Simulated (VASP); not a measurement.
# Al in VASP: single point with PBE

Aim: the single point of Al with PBE.

Everything below comes from runs of VASP 6.6.1. Logs are shortened: lines on timing, memory, paths and dates and some standing lists are left out, and cuts for length are marked.

## Step 1: The cell of the first run

The cell holds a slab with vacuum, 5 atoms: a = 2.857 Å, b = 2.857 Å, c = 23.330 Å, α = 90.00°, β = 90.00°, γ = 120.00°.

## Step 2: Single point, PBE

Contents of INCAR:

```
ALGO = Normal
EDIFF = 1E-6
ENCUT = 500
GGA = PE
GGA_COMPAT = False
ISIF = 2
ISMEAR = 1
LASPH = True
LCHARG = False
LREAL = False
LWAVE = False
NBANDS = 16
NELM = 120
PREC = Accurate
SIGMA = 0.1
```

Contents of KPOINTS:

```
k-points
0
Gamma
  6 6 1
```

Contents of POSCAR:

```
Al
1.0
    2.8567110000      0.0000000000      0.0000000000
   -1.4283560000      2.4739850000      0.0000000000
    0.0000000000      0.0000000000     23.3299800000
Al
5
Direct
    0.0000000000      0.0000000000      0.3000430000
    0.3333330000      0.6666670000      0.4000220000
    0.6666670000      0.3333330000      0.5000000000
    0.0000000000      0.0000000000      0.5999780000
    0.3333330000      0.6666670000      0.6999570000
```

Potentials or basis: VASP PAW PBE potentials, release 64 (Al).

Run with:

```
$ cat potpaw_PBE.64/Al/POTCAR > POTCAR
$ mpirun -np 1 vasp_std > vasp.out
```

OUTCAR:

```text
EDIFF = 1E-6
   ENCUT = 500
   GGA = PE
   ISIF = 2
   ISMEAR = 1
   LASPH = True
   LREAL = False
   NELM = 120
   PREC = Accurate

 ion  position               nearest neighbor table
   1  0.000  0.000  0.300-   2 2.86   2 2.86   2 2.86
   2  0.333  0.667  0.400-   3 2.86   3 2.86   3 2.86   1 2.86   1 2.86   1 2.86
   3  0.667  0.333  0.500-   2 2.86   4 2.86   2 2.86   4 2.86   4 2.86   2 2.86
   4  0.000  0.000  0.600-   3 2.86   3 2.86   3 2.86   5 2.86   5 2.86   5 2.86
   5  0.333  0.667  0.700-   4 2.86   4 2.86   4 2.86

  LATTYP: Found a hexagonal cell.
 ALAT       =     2.8567110000
 C/A-ratio  =     8.1667274008

  Lattice vectors:

 A1 = (   2.8567110000,   0.0000000000,   0.0000000000)
 A2 = (  -1.4283560000,   2.4739850000,   0.0000000000)
 A3 = (   0.0000000000,   0.0000000000,  23.3299800000)

Analysis of symmetry for initial positions (statically):
=====================================================================
 Subroutine PRICEL returns:
 Original cell was already a primitive cell.

 Routine SETGRP: Setting up the symmetry group for a
 hexagonal supercell.

 Subroutine GETGRP returns: Found 12 space group operations
 (whereof  6 operations were pure point group operations)
 out of a pool of 24 trial point group operations.

The static configuration has the point symmetry C_3v.
 The point group associated with its full space group is D_3d.

Analysis of symmetry for dynamics (positions and initial velocities):
=====================================================================
 Subroutine PRICEL returns:
 Original cell was already a primitive cell.

 Routine SETGRP: Setting up the symmetry group for a
 hexagonal supercell.

 Subroutine GETGRP returns: Found 12 space group operations
 (whereof  6 operations were pure point group operations)
 out of a pool of 24 trial point group operations.

The dynamic configuration has the point symmetry C_3v.
 The point group associated with its full space group is D_3d.

 Subroutine INISYM returns: Found 12 space group operations
 (whereof  6 operations are pure point group operations),
 and found     1 'primitive' translations

----------------------------------------------------------------------------------------

                                     Primitive cell

  volume of cell :     164.8837

  direct lattice vectors                    reciprocal lattice vectors
     2.856711000  0.000000000  0.000000000     0.350052910  0.202103155  0.000000000
    -1.428356000  2.473985000  0.000000000     0.000000000  0.404206169  0.000000000
     0.000000000  0.000000000 23.329980000     0.000000000  0.000000000  0.042863303

  length of vectors
     2.856711000  2.856711859 23.329980000     0.404206291  0.404206169  0.042863303

  position of ions in fractional coordinates (direct lattice)
     0.000000000  0.000000000  0.300043000
     0.333333000  0.666667000  0.400022000
     0.666667000  0.333333000  0.500000000
     0.000000000  0.000000000  0.599978000
     0.333333000  0.666667000  0.699957000

  ion indices of the primitive-cell ions
   primitive index   ion index
                 1           1
                 2           2
                 3           3
                 4           4
                 5           5

----------------------------------------------------------------------------------------

 KPOINTS: k-points

Automatic generation of k-mesh.
 Grid dimensions read from file:
 generate k-points for:    6    6    1

 Generating k-lattice:

  Cartesian coordinates                     Fractional coordinates (reciprocal lattice)
     0.058342152  0.033683859  0.000000000     0.166666667 -0.000000000  0.000000000
     0.000000000  0.067367695  0.000000000     0.000000000  0.166666667  0.000000000
     0.000000000  0.000000000  0.042863303     0.000000000  0.000000000  1.000000000

  Length of vectors
     0.067367715  0.067367695  0.042863303

  Shift w.r.t. Gamma in fractional coordinates (k-lattice)
     0.000000000  0.000000000  0.000000000

 Subroutine IBZKPT returns following result:
 ===========================================

 Found      7 irreducible k-points:

 Following reciprocal coordinates:
            Coordinates               Weight
  0.000000  0.000000  0.000000      1.000000
  0.166667 -0.000000  0.000000      6.000000
  0.333333 -0.000000  0.000000      6.000000
  0.500000  0.000000  0.000000      3.000000
  0.166667  0.166667  0.000000      6.000000
  0.333333  0.166667  0.000000     12.000000
  0.333333  0.333333  0.000000      2.000000
   k-points           NKPTS =      7   k-points in BZ     NKDIM =      7   number of bands    NBANDS=     16
   number of dos      NEDOS =    301   number of ions     NIONS =      5
   total plane-waves  NPLWV = 103680
   dimension x,y,z NGX =    24 NGY =   24 NGZ =  180
   dimension x,y,z NGXF=    48 NGYF=   48 NGZF=  360
   ions per type =               5
   NGX,Y,Z   is equivalent  to a cutoff of  13.97, 13.97, 12.83 a.u.
   NGXF,Y,Z  is equivalent  to a cutoff of  27.93, 27.93, 25.65 a.u.
 SYSTEM =  unknown system
   PREC   = accura    normal or accurate (medium, high low for compatibility)
   ISTART =      0    job   : 0-new  1-cont  2-samecut
   ICHARG =      2    charge: 1-file 2-atom 10-const
   ISPIN  =      1    spin polarized calculation?
   LNONCOLLINEAR =      F non collinear calculations
   LSORBIT =      F    spin-orbit coupling
   LASPH  =      T    aspherical Exc in radial PAW
   ENCUT  =  500.0 eV  36.75 Ry    6.06 a.u.   5.21  5.21 42.54*2*pi/ulx,y,z
   NELM   =    120;   NELMIN=  2; NELMDL= -5     # of ELM steps
   EDIFF  = 0.1E-05   stopping-criterion for ELM
   LREAL  =      F    real-space projection
   EDIFFG = 0.1E-04   stopping-criterion for IOM
   NSW    =      0    number of steps for IOM
   IBRION =     -1    ionic relax: 0-MD 1-quasi-New 2-CG
   NFREE  =      0    steps in history (QN), initial steepest desc. (CG)
   ISIF   =      2    stress and relaxation
   ISYM   =      2    0-nonsym 1-usesym 2-fastsym
   POTIM  = 0.5000    time-step for ionic-motion
   TEBEG  =    0.0;   TEEND  =   0.0 temperature during run
   PSTRESS=    0.0 pullay stress
   NELECT =      15.0000    total number of electrons
   NUPDOWN=      -1.0000    fix difference up-down
   EMIN   =  10.00;   EMAX   =-10.00  energy-range for DOS
   EFERMI =   0.00;   METHOD = LEGACY
   ISMEAR =     1;   SIGMA  =   0.10  broadening in eV -4-tet -1-fermi 0-gaus
   EFERMI_NEDOS =   21; number of points for ismear=-14 and -15
   IALGO  =     38    algorithm
   IMIX   =      4    mixing-type and parameters
     AMIX     =   0.40;   BMIX     =  1.00
     AMIX_MAG =   1.60;   BMIX_MAG =  1.00
  volume/ion in A,a.u.               =      32.98       222.54
  Fermi-wavevector in a.u.,A,eV,Ry     =   0.736285  1.391377  7.375932  0.542116
  Thomas-Fermi vector in A             =   1.829687
   LORBIT       =      0    0 simple, 1 ext, 2 COOP (PROOUT), +10 PAW based schemes
   GGA     = PE    functional components
   LHFCALC =     F    Hartree Fock is set to
   AEXX    =    0.0000 exact exchange contribution
   IVDW    =     0    specifies the selected vdW correction
   LEPSILON=     F    determine dielectric tensor
   LRPA    =     F    only Hartree local field effects (RPA)
 non-spin polarized calculation
 Methfessel and Paxton  Order N= 1 SIGMA  =   0.10
  energy-cutoff  :      500.00
  volume of cell :      164.88
 maximum number of plane-waves:      4208
 NGX is ok and might be reduce to    24
   NGX = 11   NGY = 11   NGZ = 85

 number of electron      15.0000000 magnetization

 Free energy of the ion-electron system (eV)
  ---------------------------------------------------
  ext. energy  EPLUGINS =         0.00000000
  ---------------------------------------------------
  free energy    TOTEN  =       -18.18523645 eV

  energy without entropy =      -18.17989092  energy(sigma->0) =      -18.18345461

 E-fermi :   2.1924     XC(G=0):  -5.8978

 val. band max:        1.7387484785   @ k =   0.3333   0.3333   0.0000
 cond. band min:       2.2065319579   @ k =   0.3333  -0.0000   0.0000
 fundamental gap:      0.4677834793
 Fermi energy:         2.1923944652

 k-point     1 :       0.0000    0.0000    0.0000
  band No.  band energies     occupation
      1      -8.9018      2.00000
      2      -8.1919      2.00000
      3      -7.0381      2.00000
      4      -5.5551      2.00000
      5      -3.6213      2.00000
      6      -1.5826      2.00000
[... 8 lines left out ...]
     15      11.3981      0.00000
     16      12.9680      0.00000

 k-point     2 :       0.1667   -0.0000    0.0000
  band No.  band energies     occupation
      1      -8.2324      2.00000
      2      -7.5251      2.00000
      3      -6.3754      2.00000
      4      -4.8972      2.00000
      5      -2.9647      2.00000
      6      -0.9545      2.00000
[... 8 lines left out ...]
     15       8.9657      0.00000
     16       9.2161      0.00000

 k-point     3 :       0.3333   -0.0000    0.0000
  band No.  band energies     occupation
      1      -6.2431      2.00000
      2      -5.5442      2.00000
      3      -4.4077      2.00000
      4      -2.9490      2.00000
      5      -1.0499      2.00000
      6       0.8385      2.00000
[... 8 lines left out ...]
     15       8.3793      0.00000
     16       8.3885      0.00000

 k-point     4 :       0.5000    0.0000    0.0000
  band No.  band energies     occupation
      1      -3.0035      2.00000
      2      -2.9849      2.00000
      3      -2.3368      2.00000
      4      -2.2923      2.00000
      5      -1.3689      2.00000
      6      -1.0904      2.00000
[... 8 lines left out ...]
     15       7.8073      0.00000
     16       8.1982      0.00000

 k-point     5 :       0.1667    0.1667    0.0000
  band No.  band energies     occupation
      1      -6.9030      2.00000
      2      -6.2012      2.00000
      3      -5.0600      2.00000
      4      -3.5933      2.00000
      5      -1.6723      2.00000
      6       0.2909      2.00000
[... 8 lines left out ...]
     15       7.0425      0.00000
     16       7.7484      0.00000

 k-point     6 :       0.3333    0.1667    0.0000
  band No.  band energies     occupation
      1      -4.2820      2.00000
      2      -3.5933      2.00000
      3      -2.4761      2.00000
      4      -1.0746      2.00000
      5      -0.4577      2.00000
      6       0.1229      2.00000
[... 8 lines left out ...]
     15       5.5622      0.00000
     16       6.5745      0.00000

 k-point     7 :       0.3333    0.3333    0.0000
  band No.  band energies     occupation
      1      -1.1017      2.00000
      2      -1.1017      2.00000
      3      -1.0584      2.00000
      4      -0.4940      2.00000
      5      -0.3880      2.00000
      6      -0.3880      2.00000
[... 8 lines left out ...]
     15       4.3159      0.00000
     16       5.8975      0.00000

------------------------ aborting loop because EDIFF is reached ----------------------------------------

  FORCE on cell =-STRESS in cart. coord.  units (eV):
  Direction    XX          YY          ZZ          XY          YZ          ZX
  --------------------------------------------------------------------------------------
  -------------------------------------------------------------------------------------
  Total       -1.0066101     -1.0066106      0.0308357      0.0000002     -0.0000000      0.0000000
  in kB       -9.7812446     -9.7812502      0.2996309      0.0000020     -0.0000000      0.0000000
  external PRESSURE =      -6.4209546 kB  Pullay stress =       0.0000000 kB

 VOLUME and BASIS-vectors are now :
 -----------------------------------------------------------------------------
  energy-cutoff  :      500.00
  volume of cell :      164.88
      direct lattice vectors                 reciprocal lattice vectors
     2.856711000  0.000000000  0.000000000     0.350052910  0.202103155  0.000000000
    -1.428356000  2.473985000  0.000000000     0.000000000  0.404206169  0.000000000
     0.000000000  0.000000000 23.329980000     0.000000000  0.000000000  0.042863303

 POSITION                                       TOTAL-FORCE (eV/Angst)
 -----------------------------------------------------------------------------------
      0.00000      0.00000      7.00000         0.000000     -0.000000      0.062992
     -0.00000      1.64932      9.33251         0.000000     -0.000000     -0.133566
      1.42836      0.82466     11.66499        -0.000000     -0.000000     -0.000000
      0.00000      0.00000     13.99747        -0.000000      0.000000      0.133566
     -0.00000      1.64932     16.32998        -0.000000      0.000000     -0.062992
 -----------------------------------------------------------------------------------
    total drift:                               -0.000032      0.000018      0.000018

  FREE ENERGIE OF THE ION-ELECTRON SYSTEM (eV)
  ---------------------------------------------------
  free  energy   TOTEN  =       -18.1852364530 eV

  energy  without entropy=      -18.1798909162  energy(sigma->0) =      -18.18345461
```

Wall time 40 s (1 thread of Intel Xeon Platinum 8488C (Sapphire Rapids), shared host); peak memory 0.28 GiB.

Results:

* Free energy: -18.1852 eV
* Largest force: 0.134 eV/Å

Forces in eV/Å, atoms in the order of the input:
```
Al   0.000  0.000  0.063
Al   0.000  0.000 -0.134
Al   0.000  0.000  0.000
Al   0.000  0.000  0.134
Al   0.000  0.000 -0.063
```

Caveat: the k points lie up to 0.42 Å⁻¹ apart.
